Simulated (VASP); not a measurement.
Wanted: the native input for a VASP 6.6.1 run.

| Quantity | Value |
| --- | --- |
| Task | single point |
| Functional | PBE |
| Potentials or basis | VASP PAW PBE potentials, release 64 (Cd, S) |
| Cutoff | 520 eV |
| k mesh | 7 × 7 × 7 |
| Occupations | fermi-dirac, width 0.02 eV |
| Spin | no spin polarisation |
| Dipole correction | no |
| Further INCAR settings | ALGO = Normal; EDIFF = 1e-06; NBANDS = 16 |

The structure of CdS lies in POSCAR:

```
CdS
1.0
    0.0000000000      2.9624437910      2.9624437910
    2.9624437910      0.0000000000      2.9624437910
    2.9624437910      2.9624437910      0.0000000000
Cd S
1 1
Direct
    0.0000000000      0.0000000000      0.0000000000
    0.7500000000      0.7500000000      0.7500000000
```

This cell differs from its parent crystal: volume scaled by 1.02.

These files were run (other wordings do the same):

INCAR

```
SYSTEM = CdS
PREC     = Accurate       ! precision mode
ENCUT    = 520            ! plane-wave cutoff, eV
EDIFF    = 1E-6           ! SCF threshold, eV
ISMEAR   = -1             ! smearing method
SIGMA    = 0.02           ! smearing width, eV
LREAL    = .False.        ! projectors in reciprocal space
LASPH    = .True.         ! aspherical terms in the spheres
NELM     = 60             ! most SCF steps
ALGO     = Normal         ! electronic algorithm
ISIF     = 2              ! what is computed and relaxed
LWAVE    = .False.        ! write WAVECAR
LCHARG   = .False.        ! write CHGCAR
GGA      = PE             ! functional
NBANDS   = 16             ! bands
```

KPOINTS

```
Automatic mesh
0
Gamma
  7 7 7
  0 0 0
```

Potentials or basis: VASP PAW PBE potentials, release 64 (Cd, S).

The run is started by

```console
$ cat potpaw_PBE.64/Cd/POTCAR potpaw_PBE.64/S/POTCAR > POTCAR
$ mpirun -np 1 vasp_std > vasp.out
```

It gave:

| Quantity | Value |
| --- | --- |
| Pressure | 0.3 GPa |
| Band gap on the k mesh | 1.04 eV, direct |

Wall time 13 s on 1 thread of Intel(R) Xeon(R) Platinum 8259CL CPU @ 2.50GHz (Skylake/Cascade Lake), with other jobs on the host, peak memory 0.18 GiB.
